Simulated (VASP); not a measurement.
# ZnRe (P-6m2) in VASP: a series of runs

Runs on ZnRe. Level: PBE. Tasks: single point.

Program: VASP 6.6.1. These are calculated values, not measurements. Logs are shortened: lines on timing, memory, paths and dates and some standing lists are left out, and cuts for length are marked.

### 1 The cell of the first run

It takes space group P-6m2 (No. 187, hexagonal). The conventional cell has a = 2.748 Å, b = 2.748 Å, c = 4.494 Å, α = 90.00°, β = 90.00°, γ = 120.00°. Zn (site symmetry -6m2) has 6 Zn at 2.75 Å and 6 Re at 2.75 Å within 3.6 Å. Within 3.6 Å of Re (site symmetry -6m2) lie 6 Re at 2.75 Å and 6 Zn at 2.75 Å.

### 2 Single point, PBE

INCAR reads:

```
SYSTEM = ZnRe
PREC = Accurate ; ENCUT = 520
EDIFF = 1E-6 ; ISMEAR = 0
SIGMA = 0.1 ; LREAL = .FALSE.
LASPH = .TRUE. ; NELM = 60
ALGO = Fast ; ISIF = 2
LWAVE = .FALSE. ; LCHARG = .FALSE.
GGA = PE ; NBANDS = 16
```

KPOINTS reads:

```
regular mesh
0
G
  6 6 4
  0 0 0
```

POSCAR reads:

```
ZnRe
1.0
    2.7482183437      0.0000000000      0.0000000000
   -1.3741091718      2.3800269008      0.0000000000
    0.0000000000      0.0000000000      4.4940660000
Zn Re
1 1
Direct
    0.0000000000      0.0000000000      0.0000000000
    0.3333333300      0.6666666700      0.5000000000
```

Potentials or basis: VASP PAW PBE potentials, release 64 (Zn, Re).

Run with:

```sh
cat potpaw_PBE.64/Zn/POTCAR potpaw_PBE.64/Re/POTCAR > POTCAR
mpirun -np 1 vasp_std > vasp.out
```

OUTCAR:

```text
SYSTEM = ZnRe
   PREC = Accurate
   ENCUT = 520
   EDIFF = 1E-6
   ISMEAR = 0
   LREAL = .FALSE.
   LASPH = .TRUE.
   NELM = 60
   ISIF = 2
   GGA = PE

 ion  position               nearest neighbor table
   1  0.000  0.000  0.000-   2 2.75   2 2.75   2 2.75   2 2.75   2 2.75   2 2.75
   2  0.333  0.667  0.500-   1 2.75   1 2.75   1 2.75   1 2.75   1 2.75   1 2.75

  LATTYP: Found a hexagonal cell.
 ALAT       =     2.7482183437
 C/A-ratio  =     1.6352652657

  Lattice vectors:

 A1 = (   2.7482183437,   0.0000000000,   0.0000000000)
 A2 = (  -1.3741091718,   2.3800269008,   0.0000000000)
 A3 = (   0.0000000000,   0.0000000000,   4.4940660000)

Analysis of symmetry for initial positions (statically):
=====================================================================
 Subroutine PRICEL returns:
 Original cell was already a primitive cell.

 Routine SETGRP: Setting up the symmetry group for a
 hexagonal supercell.

 Subroutine GETGRP returns: Found 12 space group operations
 (whereof 12 operations were pure point group operations)
 out of a pool of 24 trial point group operations.

The static configuration has the point symmetry D_3h.

Analysis of symmetry for dynamics (positions and initial velocities):
=====================================================================
 Subroutine PRICEL returns:
 Original cell was already a primitive cell.

 Routine SETGRP: Setting up the symmetry group for a
 hexagonal supercell.

 Subroutine GETGRP returns: Found 12 space group operations
 (whereof 12 operations were pure point group operations)
 out of a pool of 24 trial point group operations.

The dynamic configuration has the point symmetry D_3h.

 Subroutine INISYM returns: Found 12 space group operations
 (whereof 12 operations are pure point group operations),
 and found     1 'primitive' translations

----------------------------------------------------------------------------------------

                                     Primitive cell

  volume of cell :      29.3949

  direct lattice vectors                    reciprocal lattice vectors
     2.748218344  0.000000000  0.000000000     0.363872107  0.210081659  0.000000000
    -1.374109172  2.380026901  0.000000000     0.000000000  0.420163318  0.000000000
     0.000000000  0.000000000  4.494066000     0.000000000  0.000000000  0.222515646

  length of vectors
     2.748218344  2.748218344  4.494066000     0.420163318  0.420163318  0.222515646

  position of ions in fractional coordinates (direct lattice)
     0.000000000  0.000000000  0.000000000
     0.333333330  0.666666670  0.500000000

  ion indices of the primitive-cell ions
   primitive index   ion index
                 1           1
                 2           2

----------------------------------------------------------------------------------------

 KPOINTS: regular mesh

Automatic generation of k-mesh.
 Grid dimensions read from file:
 generate k-points for:    6    6    4

 Generating k-lattice:

  Cartesian coordinates                     Fractional coordinates (reciprocal lattice)
     0.060645351  0.035013610  0.000000000     0.166666667  0.000000000  0.000000000
     0.000000000  0.070027220  0.000000000     0.000000000  0.166666667  0.000000000
     0.000000000  0.000000000  0.055628912     0.000000000  0.000000000  0.250000000

  Length of vectors
     0.070027220  0.070027220  0.055628912

  Shift w.r.t. Gamma in fractional coordinates (k-lattice)
     0.000000000  0.000000000  0.000000000

 Subroutine IBZKPT returns following result:
 ===========================================

 Found     21 irreducible k-points:

 Following reciprocal coordinates:
            Coordinates               Weight
  0.000000  0.000000  0.000000      1.000000
  0.166667  0.000000  0.000000      6.000000
  0.333333  0.000000  0.000000      6.000000
  0.500000  0.000000  0.000000      3.000000
  0.166667  0.166667  0.000000      6.000000
  0.333333  0.166667  0.000000     12.000000
[... 13 lines left out ...]
  0.333333  0.166667  0.500000     12.000000
  0.333333  0.333333  0.500000      2.000000
   k-points           NKPTS =     21   k-points in BZ     NKDIM =     21   number of bands    NBANDS=     16
   number of dos      NEDOS =    301   number of ions     NIONS =      2
   total plane-waves  NPLWV =  14400
   dimension x,y,z NGX =    20 NGY =   20 NGZ =   36
   dimension x,y,z NGXF=    40 NGYF=   40 NGZF=   72
   ions per type =               1   1
   NGX,Y,Z   is equivalent  to a cutoff of  12.10, 12.10, 13.32 a.u.
   NGXF,Y,Z  is equivalent  to a cutoff of  24.20, 24.20, 26.63 a.u.
 SYSTEM =  ZnRe
   PREC   = accura    normal or accurate (medium, high low for compatibility)
   ISTART =      0    job   : 0-new  1-cont  2-samecut
   ICHARG =      2    charge: 1-file 2-atom 10-const
   ISPIN  =      1    spin polarized calculation?
   LNONCOLLINEAR =      F non collinear calculations
   LSORBIT =      F    spin-orbit coupling
   LASPH  =      T    aspherical Exc in radial PAW
   ENCUT  =  520.0 eV  38.22 Ry    6.18 a.u.   5.11  5.11  8.36*2*pi/ulx,y,z
   NELM   =     60;   NELMIN=  2; NELMDL= -5     # of ELM steps
   EDIFF  = 0.1E-05   stopping-criterion for ELM
   LREAL  =      F    real-space projection
   EDIFFG = 0.1E-04   stopping-criterion for IOM
   NSW    =      0    number of steps for IOM
   IBRION =     -1    ionic relax: 0-MD 1-quasi-New 2-CG
   NFREE  =      0    steps in history (QN), initial steepest desc. (CG)
   ISIF   =      2    stress and relaxation
   ISYM   =      2    0-nonsym 1-usesym 2-fastsym
   POTIM  = 0.5000    time-step for ionic-motion
   TEBEG  =    0.0;   TEEND  =   0.0 temperature during run
   PSTRESS=    0.0 pullay stress
   NELECT =      19.0000    total number of electrons
   NUPDOWN=      -1.0000    fix difference up-down
   EMIN   =  10.00;   EMAX   =-10.00  energy-range for DOS
   EFERMI =   0.00;   METHOD = LEGACY
   ISMEAR =     0;   SIGMA  =   0.10  broadening in eV -4-tet -1-fermi 0-gaus
   EFERMI_NEDOS =   21; number of points for ismear=-14 and -15
   IALGO  =     68    algorithm
   IMIX   =      4    mixing-type and parameters
     AMIX     =   0.40;   BMIX     =  1.00
     AMIX_MAG =   1.60;   BMIX_MAG =  1.00
  volume/ion in A,a.u.               =      14.70        99.18
  Fermi-wavevector in a.u.,A,eV,Ry     =   1.415474  2.674858 27.260173  2.003566
  Thomas-Fermi vector in A             =   2.536909
   LORBIT       =      0    0 simple, 1 ext, 2 COOP (PROOUT), +10 PAW based schemes
   GGA     = PE    functional components
   LHFCALC =     F    Hartree Fock is set to
   AEXX    =    0.0000 exact exchange contribution
   IVDW    =     0    specifies the selected vdW correction
   LEPSILON=     F    determine dielectric tensor
   LRPA    =     F    only Hartree local field effects (RPA)
 non-spin polarized calculation
 RMM-DIIS sequential band-by-band and
 Gauss-broadening in eV      SIGMA  =   0.10
  energy-cutoff  :      520.00
  volume of cell :       29.39
 maximum number of plane-waves:       803
   NGX = 11   NGY = 11   NGZ = 17

 number of electron      19.0000012 magnetization

 Free energy of the ion-electron system (eV)
  ---------------------------------------------------
  ext. energy  EPLUGINS =         0.00000000
  ---------------------------------------------------
  free energy    TOTEN  =       -13.01712868 eV

  energy without entropy =      -13.00295033  energy(sigma->0) =      -13.01003950

 E-fermi :   5.3518     XC(G=0): -12.7873

 val. band max:        5.3470386428   @ k =   0.1667   0.0000   0.2500
 cond. band min:       5.3889555306   @ k =   0.1667   0.0000   0.5000
 fundamental gap:      0.0419168878
 Fermi energy:         5.3517545220

 k-point     1 :       0.0000    0.0000    0.0000
  band No.  band energies     occupation
      1      -4.7329      2.00000
      2      -2.3992      2.00000
      3      -1.7971      2.00000
      4      -1.7971      2.00000
      5      -1.4000      2.00000
      6      -1.4000      2.00000
[... 8 lines left out ...]
     15      22.6954      0.00000
     16      22.9450      0.00000

 k-point     2 :       0.1667    0.0000    0.0000
  band No.  band energies     occupation
      1      -3.8683      2.00000
      2      -2.1736      2.00000
      3      -1.8601      2.00000
      4      -1.6420      2.00000
      5      -1.5886      2.00000
      6      -1.4438      2.00000
[... 8 lines left out ...]
     15      19.6585      0.00000
     16      21.8465      0.00000

 k-point     3 :       0.3333    0.0000    0.0000
  band No.  band energies     occupation
      1      -2.4515      2.00000
      2      -1.9616      2.00000
      3      -1.9524      2.00000
      4      -1.5321      2.00000
      5      -1.3156      2.00000
      6      -1.1188      2.00000
[... 8 lines left out ...]
     15      16.7712      0.00000
     16      19.4508      0.00000

 k-point     4 :       0.5000    0.0000    0.0000
  band No.  band energies     occupation
      1      -2.4701      2.00000
      2      -2.1303      2.00000
      3      -1.8108      2.00000
      4      -1.5768      2.00000
      5      -1.1431      2.00000
      6       0.1764      2.00000
[... 8 lines left out ...]
     15      15.4163      0.00000
     16      17.0744      0.00000
[... 267 lines left out ...]
 k-point    19 :       0.1667    0.1667    0.5000
  band No.  band energies     occupation
      1      -2.0914      2.00000
      2      -2.0234      2.00000
      3      -1.9096      2.00000
      4      -1.6693      2.00000
      5      -1.5030      2.00000
      6      -0.7257      2.00000
[... 8 lines left out ...]
     15      17.6824      0.00000
     16      19.2911      0.00000

 k-point    20 :       0.3333    0.1667    0.5000
  band No.  band energies     occupation
      1      -2.1916      2.00000
      2      -2.1819      2.00000
      3      -1.7926      2.00000
      4      -1.6150      2.00000
      5      -1.4503      2.00000
      6       0.8691      2.00000
[... 8 lines left out ...]
     15      14.3397      0.00000
     16      17.5485      0.00000

 k-point    21 :       0.3333    0.3333    0.5000
  band No.  band energies     occupation
      1      -2.0079      2.00000
      2      -1.8470      2.00000
      3      -1.8057      2.00000
      4      -1.7958      2.00000
      5      -1.7572      2.00000
      6       2.2384      2.00000
[... 8 lines left out ...]
     15      12.7522      0.00000
     16      14.5588      0.00000

------------------------ aborting loop because EDIFF is reached ----------------------------------------

  FORCE on cell =-STRESS in cart. coord.  units (eV):
  Direction    XX          YY          ZZ          XY          YZ          ZX
  --------------------------------------------------------------------------------------
  -------------------------------------------------------------------------------------
  Total       -0.0968938     -0.0968938     -0.1029923     -0.0000000      0.0000000      0.0000000
  in kB       -5.2812182     -5.2812182     -5.6136168     -0.0000000      0.0000000      0.0000000
  external PRESSURE =      -5.3920177 kB  Pullay stress =       0.0000000 kB

 VOLUME and BASIS-vectors are now :
 -----------------------------------------------------------------------------
  energy-cutoff  :      520.00
  volume of cell :       29.39
      direct lattice vectors                 reciprocal lattice vectors
     2.748218344  0.000000000  0.000000000     0.363872107  0.210081659  0.000000000
    -1.374109172  2.380026901  0.000000000     0.000000000  0.420163318  0.000000000
     0.000000000  0.000000000  4.494066000     0.000000000  0.000000000  0.222515646

 POSITION                                       TOTAL-FORCE (eV/Angst)
 -----------------------------------------------------------------------------------
      0.00000      0.00000      0.00000        -0.000000      0.000000      0.000000
     -0.00000      1.58668      2.24703         0.000000      0.000000      0.000000
 -----------------------------------------------------------------------------------
    total drift:                                0.000000     -0.000000     -0.000000

  FREE ENERGIE OF THE ION-ELECTRON SYSTEM (eV)
  ---------------------------------------------------
  free  energy   TOTEN  =       -13.0171286767 eV

  energy  without entropy=      -13.0029503306  energy(sigma->0) =      -13.01003950
```

Wall time 6.3 s (1 thread of Intel Xeon 6975P-C (Granite Rapids), shared host); peak memory 0.14 GiB.

Results:

```yaml
Free_energy: -13.0171 eV
Pressure: -0.5 GPa
```

Caveat: the k points lie up to 0.44 Å⁻¹ apart; spin-orbit coupling is left out, which moves the levels of the heavy elements.

### 3 Single point, PBE

This run uses another cell than the first one, of 14.59 Å³/atom, 0.993 times its volume.

INCAR reads:

```
SYSTEM = ZnRe
PREC = Accurate
ENCUT = 520
EDIFF = 1E-7
ISMEAR = 0
SIGMA = 0.1
LREAL = .False.
LASPH = .True.
NELM = 100
ALGO = Fast
ISIF = 2
LWAVE = .False.
LCHARG = .True.
GGA = PE
LELF = .True.
LVHAR = .True.
NBANDS = 16
```

KPOINTS reads:

```
regular mesh
0
Gamma
  24 24 12
  0 0 0
```

POSCAR reads:

```
ZnRe
1.0
    2.7431120854      0.0000000000      0.0000000000
   -1.3715560427      2.3756047514      0.0000000000
    0.0000000000      0.0000000000      4.4773604783
Zn Re
1 1
Direct
    0.0000000000      0.0000000000      0.0000000000
    0.3333333333      0.6666666667      0.5000000000
```

Potentials or basis: VASP PAW PBE potentials, release 64 (Zn, Re).

Run with:

```sh
cat potpaw_PBE.64/Zn/POTCAR potpaw_PBE.64/Re/POTCAR > POTCAR
mpirun -np 1 vasp_std > vasp.out
```

Run time: 95 s. Hardware: 1 thread of Intel Xeon 6975P-C (Granite Rapids), shared host; peak memory 0.32 GiB.

It converged, with:

| Property | Result |
| --- | --- |
| Free energy | -13.0587 eV |
| Pressure | 0.0 GPa |

Stress tensor (GPa, compression positive):
```
-0.19  0.00  0.00
 0.00 -0.19  0.00
 0.00  0.00  0.27
```

Levels at points of the mesh, in eV from the Fermi level:
| k point | band 8 | band 9 | band 10 | band 11 | band 12 | band 13 |
| --- | --- | --- | --- | --- | --- | --- |
| (0.00, 0.00, 0.00) | -1.52 | -1.26 | -1.26 | 1.72 | 1.72 | 4.84 |
| (0.50, 0.00, 0.00) | -3.28 | -1.62 | 0.76 | 4.20 | 5.02 | 6.42 |
| (0.00, 0.00, 0.50) | -3.13 | -1.17 | -1.17 | 1.65 | 1.65 | 9.60 |
| (0.50, 0.00, 0.50) | -1.37 | -0.46 | 0.26 | 1.14 | 4.18 | 4.20 |

Caveat: spin-orbit coupling is left out, which moves the levels of the heavy elements.
